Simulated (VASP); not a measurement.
# Ge (P6_3/mmc) in VASP: single point with PBEsol

Aim: the single point of Ge with PBEsol.

Everything below comes from runs of VASP 6.6.1. Logs are shortened: lines on timing, memory, paths and dates and some standing lists are left out, and cuts for length are marked.

### Step 1. The cell of the first run

The structure is hexagonal, space group P6_3/mmc (No. 194). Conventional cell: a = 4.005 Å, b = 4.005 Å, c = 13.138 Å, α = 90.00°, β = 90.00°, γ = 120.00°. Within 3.2 Å of Ge (site symmetry 3m) lie 4 Ge at 2.45 Å. Within 3.2 Å of Ge (site symmetry 3m) lie 4 Ge at 2.45 to 2.47 Å.

This isn't the form of Ge at room conditions, which is diamond.

### Step 2. Single point, PBEsol

The input, INCAR:

```
SYSTEM = Ge
PREC = Accurate
ENCUT = 520
EDIFF = 1E-6
ISMEAR = 0
SIGMA = 0.01
LREAL = .FALSE.
LASPH = .TRUE.
NELM = 60
ALGO = Normal
ISIF = 2
LWAVE = .FALSE.
LCHARG = .TRUE.
GGA = PS
LELF = .TRUE.
LVHAR = .TRUE.
NBANDS = 66
```

The input, KPOINTS:

```
regular mesh
0
G
  12 12 4
  0 0 0
```

The input, POSCAR:

```
Ge
1.0
    4.0052552627      0.0000000000      0.0000000000
   -2.0026276313      3.4686528061      0.0000000000
    0.0000000000      0.0000000000     13.1378846909
Ge
8
Direct
    0.0000000000      0.0000000000      0.4067582164
    0.0000000000      0.0000000000      0.5932417836
    0.0000000000      0.0000000000      0.9067582164
    0.0000000000      0.0000000000      0.0932417836
    0.3333333333      0.6666666667      0.3441908288
    0.6666666667      0.3333333333      0.6558091712
    0.6666666667      0.3333333333      0.8441908288
    0.3333333333      0.6666666667      0.1558091712
```

Potentials or basis: VASP PAW PBE potentials, release 64 (Ge_d).

Launch:

```console
$ cat potpaw_PBE.64/Ge_d/POTCAR > POTCAR
$ mpirun -np 1 vasp_std > vasp.out
```

OUTCAR:

```text
SYSTEM = Ge
   PREC = Accurate
   ENCUT = 520
   EDIFF = 1E-6
   ISMEAR = 0
   LREAL = .FALSE.
   LASPH = .TRUE.
   NELM = 60
   ISIF = 2
   GGA = PS

 ion  position               nearest neighbor table
   1  0.000  0.000  0.407-   2 2.45   5 2.45   5 2.45   5 2.45
   2  0.000  0.000  0.593-   1 2.45   6 2.45   6 2.45   6 2.45
   3  0.000  0.000  0.907-   4 2.45   7 2.45   7 2.45   7 2.45
   4  0.000  0.000  0.093-   3 2.45   8 2.45   8 2.45   8 2.45
   5  0.333  0.667  0.344-   1 2.45   1 2.45   1 2.45   8 2.47
   6  0.667  0.333  0.656-   2 2.45   2 2.45   2 2.45   7 2.47
   7  0.667  0.333  0.844-   3 2.45   3 2.45   3 2.45   6 2.47
   8  0.333  0.667  0.156-   4 2.45   4 2.45   4 2.45   5 2.47

  LATTYP: Found a hexagonal cell.
 ALAT       =     4.0052552627
 C/A-ratio  =     3.2801616449

  Lattice vectors:

 A1 = (   4.0052552627,   0.0000000000,   0.0000000000)
 A2 = (  -2.0026276313,   3.4686528061,   0.0000000000)
 A3 = (   0.0000000000,   0.0000000000,  13.1378846909)

Analysis of symmetry for initial positions (statically):
=====================================================================
 Subroutine PRICEL returns:
 Original cell was already a primitive cell.

 Routine SETGRP: Setting up the symmetry group for a
 hexagonal supercell.

 Subroutine GETGRP returns: Found 24 space group operations
 (whereof 12 operations were pure point group operations)
 out of a pool of 24 trial point group operations.

The static configuration has the point symmetry D_3d.
 The point group associated with its full space group is D_6h.

Analysis of symmetry for dynamics (positions and initial velocities):
=====================================================================
 Subroutine PRICEL returns:
 Original cell was already a primitive cell.

 Routine SETGRP: Setting up the symmetry group for a
 hexagonal supercell.

 Subroutine GETGRP returns: Found 24 space group operations
 (whereof 12 operations were pure point group operations)
 out of a pool of 24 trial point group operations.

The dynamic configuration has the point symmetry D_3d.
 The point group associated with its full space group is D_6h.

 Subroutine INISYM returns: Found 24 space group operations
 (whereof 12 operations are pure point group operations),
 and found     1 'primitive' translations

----------------------------------------------------------------------------------------

                                     Primitive cell

  volume of cell :     182.5225

  direct lattice vectors                    reciprocal lattice vectors
     4.005255263  0.000000000  0.000000000     0.249671977  0.144148183  0.000000000
    -2.002627631  3.468652806  0.000000000     0.000000000  0.288296366  0.000000000
     0.000000000  0.000000000 13.137884691     0.000000000  0.000000000  0.076115754

  length of vectors
     4.005255263  4.005255263 13.137884691     0.288296366  0.288296366  0.076115754

  position of ions in fractional coordinates (direct lattice)
     0.000000000  0.000000000  0.406758216
     0.000000000  0.000000000  0.593241784
     0.000000000  0.000000000  0.906758216
     0.000000000  0.000000000  0.093241784
     0.333333333  0.666666667  0.344190829
     0.666666667  0.333333333  0.655809171
     0.666666667  0.333333333  0.844190829
     0.333333333  0.666666667  0.155809171

  ion indices of the primitive-cell ions
   primitive index   ion index
                 1           1
                 2           2
                 3           3
                 4           4
                 5           5
                 6           6
                 7           7
                 8           8

----------------------------------------------------------------------------------------

 KPOINTS: regular mesh

Automatic generation of k-mesh.
 Grid dimensions read from file:
 generate k-points for:   12   12    4

 Generating k-lattice:

  Cartesian coordinates                     Fractional coordinates (reciprocal lattice)
     0.020805998  0.012012349  0.000000000     0.083333333 -0.000000000  0.000000000
     0.000000000  0.024024697  0.000000000     0.000000000  0.083333333  0.000000000
     0.000000000  0.000000000  0.019028939     0.000000000  0.000000000  0.250000000

  Length of vectors
     0.024024697  0.024024697  0.019028939

  Shift w.r.t. Gamma in fractional coordinates (k-lattice)
     0.000000000  0.000000000  0.000000000

 Subroutine IBZKPT returns following result:
 ===========================================

 Found     57 irreducible k-points:

 Following reciprocal coordinates:
            Coordinates               Weight
  0.000000  0.000000  0.000000      1.000000
  0.083333  0.000000  0.000000      6.000000
  0.166667  0.000000  0.000000      6.000000
  0.250000  0.000000  0.000000      6.000000
  0.333333 -0.000000  0.000000      6.000000
  0.416667  0.000000  0.000000      6.000000
[... 16 lines left out ...]
  0.250000  0.000000  0.250000     12.000000
  0.333333 -0.000000  0.250000     12.000000
 [... further k-points ...]
   k-points           NKPTS =     57   k-points in BZ     NKDIM =     57   number of bands    NBANDS=     66
   number of dos      NEDOS =    301   number of ions     NIONS =      8
   total plane-waves  NPLWV =  88200
   dimension x,y,z NGX =    30 NGY =   30 NGZ =   98
   dimension x,y,z NGXF=    60 NGYF=   60 NGZF=  196
   ions per type =               8
   NGX,Y,Z   is equivalent  to a cutoff of  12.45, 12.45, 12.40 a.u.
   NGXF,Y,Z  is equivalent  to a cutoff of  24.90, 24.90, 24.80 a.u.
 SYSTEM =  Ge
   PREC   = accura    normal or accurate (medium, high low for compatibility)
   ISTART =      0    job   : 0-new  1-cont  2-samecut
   ICHARG =      2    charge: 1-file 2-atom 10-const
   ISPIN  =      1    spin polarized calculation?
   LNONCOLLINEAR =      F non collinear calculations
   LSORBIT =      F    spin-orbit coupling
   LASPH  =      T    aspherical Exc in radial PAW
   ENCUT  =  520.0 eV  38.22 Ry    6.18 a.u.   7.45  7.45 24.43*2*pi/ulx,y,z
   NELM   =     60;   NELMIN=  2; NELMDL= -5     # of ELM steps
   EDIFF  = 0.1E-05   stopping-criterion for ELM
   LREAL  =      F    real-space projection
   EDIFFG = 0.1E-04   stopping-criterion for IOM
   NSW    =      0    number of steps for IOM
   IBRION =     -1    ionic relax: 0-MD 1-quasi-New 2-CG
   NFREE  =      0    steps in history (QN), initial steepest desc. (CG)
   ISIF   =      2    stress and relaxation
   ISYM   =      2    0-nonsym 1-usesym 2-fastsym
   POTIM  = 0.5000    time-step for ionic-motion
   TEBEG  =    0.0;   TEEND  =   0.0 temperature during run
   PSTRESS=    0.0 pullay stress
   NELECT =     112.0000    total number of electrons
   NUPDOWN=      -1.0000    fix difference up-down
   EMIN   =  10.00;   EMAX   =-10.00  energy-range for DOS
   EFERMI =   0.00;   METHOD = LEGACY
   ISMEAR =     0;   SIGMA  =   0.01  broadening in eV -4-tet -1-fermi 0-gaus
   EFERMI_NEDOS =   21; number of points for ismear=-14 and -15
   IALGO  =     38    algorithm
   IMIX   =      4    mixing-type and parameters
     AMIX     =   0.40;   BMIX     =  1.00
     AMIX_MAG =   1.60;   BMIX_MAG =  1.00
  volume/ion in A,a.u.               =      22.82       153.97
  Fermi-wavevector in a.u.,A,eV,Ry     =   1.391154  2.628901 26.331500  1.935311
  Thomas-Fermi vector in A             =   2.515021
   LORBIT       =      0    0 simple, 1 ext, 2 COOP (PROOUT), +10 PAW based schemes
   GGA     = PS    functional components
   LHFCALC =     F    Hartree Fock is set to
   AEXX    =    0.0000 exact exchange contribution
   IVDW    =     0    specifies the selected vdW correction
   LEPSILON=     F    determine dielectric tensor
   LRPA    =     F    only Hartree local field effects (RPA)
 non-spin polarized calculation
 Gauss-broadening in eV      SIGMA  =   0.01
  energy-cutoff  :      520.00
  volume of cell :      182.52
 maximum number of plane-waves:      4987
 NGX is ok and might be reduce to    30
   NGX = 15   NGY = 15   NGZ = 49

 number of electron     112.0000149 magnetization

 Free energy of the ion-electron system (eV)
  ---------------------------------------------------
  ext. energy  EPLUGINS =         0.00000000
  ---------------------------------------------------
  free energy    TOTEN  =       -39.44082399 eV

  energy without entropy =      -39.44079734  energy(sigma->0) =      -39.44081066

 E-fermi :   4.8118     XC(G=0): -10.0899

 val. band max:        4.7634836748   @ k =   0.0000   0.0000   0.0000
 cond. band min:       4.8139258437   @ k =   0.0000   0.0000   0.0000
 fundamental gap:      0.0504421688
 Fermi energy:         4.8118491476

 k-point     1 :       0.0000    0.0000    0.0000
  band No.  band energies     occupation
      1     -20.0009      2.00000
      2     -20.0009      2.00000
      3     -19.9919      2.00000
      4     -19.9919      2.00000
      5     -19.9876      2.00000
      6     -19.9876      2.00000
[... 58 lines left out ...]
     65       8.0069      0.00000
     66       8.5582      0.00000

 k-point     2 :       0.0833    0.0000    0.0000
  band No.  band energies     occupation
      1     -20.0067      2.00000
      2     -20.0028      2.00000
      3     -19.9937      2.00000
      4     -19.9932      2.00000
      5     -19.9917      2.00000
      6     -19.9894      2.00000
[... 58 lines left out ...]
     65       8.3143      0.00000
     66       8.3294      0.00000

 k-point     3 :       0.1667    0.0000    0.0000
  band No.  band energies     occupation
      1     -20.0160      2.00000
      2     -20.0063      2.00000
      3     -19.9983      2.00000
      4     -19.9973      2.00000
      5     -19.9966      2.00000
      6     -19.9930      2.00000
[... 1438 lines left out ...]
     65       9.4129      0.00000
     66       9.6036      0.00000

 k-point    24 :       0.3333   -0.0000    0.2500
  band No.  band energies     occupation
      1     -20.0233      2.00000
      2     -20.0110      2.00000
      3     -20.0098      2.00000
      4     -20.0054      2.00000
      5     -19.9987      2.00000
      6     -19.9960      2.00000
[... 58 lines left out ...]
     65       9.7581      0.00000
     66       9.8307      0.00000

 [... further k-points ...]

------------------------ aborting loop because EDIFF is reached ----------------------------------------

  FORCE on cell =-STRESS in cart. coord.  units (eV):
  Direction    XX          YY          ZZ          XY          YZ          ZX
  --------------------------------------------------------------------------------------
  -------------------------------------------------------------------------------------
  Total       -0.1389531     -0.1389531     -0.0512270     -0.0000000      0.0000000     -0.0000000
  in kB       -1.2197258     -1.2197258     -0.4496691     -0.0000000      0.0000000     -0.0000000
  external PRESSURE =      -0.9630403 kB  Pullay stress =       0.0000000 kB

 VOLUME and BASIS-vectors are now :
 -----------------------------------------------------------------------------
  energy-cutoff  :      520.00
  volume of cell :      182.52
      direct lattice vectors                 reciprocal lattice vectors
     4.005255263  0.000000000  0.000000000     0.249671977  0.144148183  0.000000000
    -2.002627631  3.468652806  0.000000000     0.000000000  0.288296366  0.000000000
     0.000000000  0.000000000 13.137884691     0.000000000  0.000000000  0.076115754

 POSITION                                       TOTAL-FORCE (eV/Angst)
 -----------------------------------------------------------------------------------
      0.00000      0.00000      5.34394         0.000000      0.000000      0.005109
      0.00000      0.00000      7.79394         0.000000     -0.000000     -0.005109
      0.00000      0.00000     11.91288        -0.000000     -0.000000      0.005109
      0.00000      0.00000      1.22500         0.000000      0.000000     -0.005109
     -0.00000      2.31244      4.52194        -0.000000      0.000000     -0.005842
      2.00263      1.15622      8.61595        -0.000000     -0.000000      0.005842
      2.00263      1.15622     11.09088         0.000000     -0.000000     -0.005842
     -0.00000      2.31244      2.04700        -0.000000      0.000000      0.005842
 -----------------------------------------------------------------------------------
    total drift:                               -0.000000      0.000000     -0.000000

  FREE ENERGIE OF THE ION-ELECTRON SYSTEM (eV)
  ---------------------------------------------------
  free  energy   TOTEN  =       -39.4408239871 eV

  energy  without entropy=      -39.4407973369  energy(sigma->0) =      -39.44081066
```

It took 9.2 min on 1 thread of Intel Xeon Platinum 8488C (Sapphire Rapids), shared host; peak memory 0.58 GiB.

What came out:

```
Free energy            : -39.4408 eV
Pressure               : -0.1 GPa
Largest force          : 0.006 eV/Å
Band gap on the k mesh : zero (filled and empty bands touch)
```

Forces on the atoms (eV/Å):
```
Ge   0.000  0.000  0.005
Ge   0.000  0.000 -0.005
Ge   0.000  0.000  0.005
Ge   0.000  0.000 -0.005
Ge   0.000  0.000 -0.006
Ge   0.000  0.000  0.006
Ge   0.000  0.000 -0.006
Ge   0.000  0.000  0.006
```

Caveat: semilocal functionals underestimate gaps, so a narrow gap can read as zero; the PAW data sets were made with another functional, which shifts forces and pressure a little.
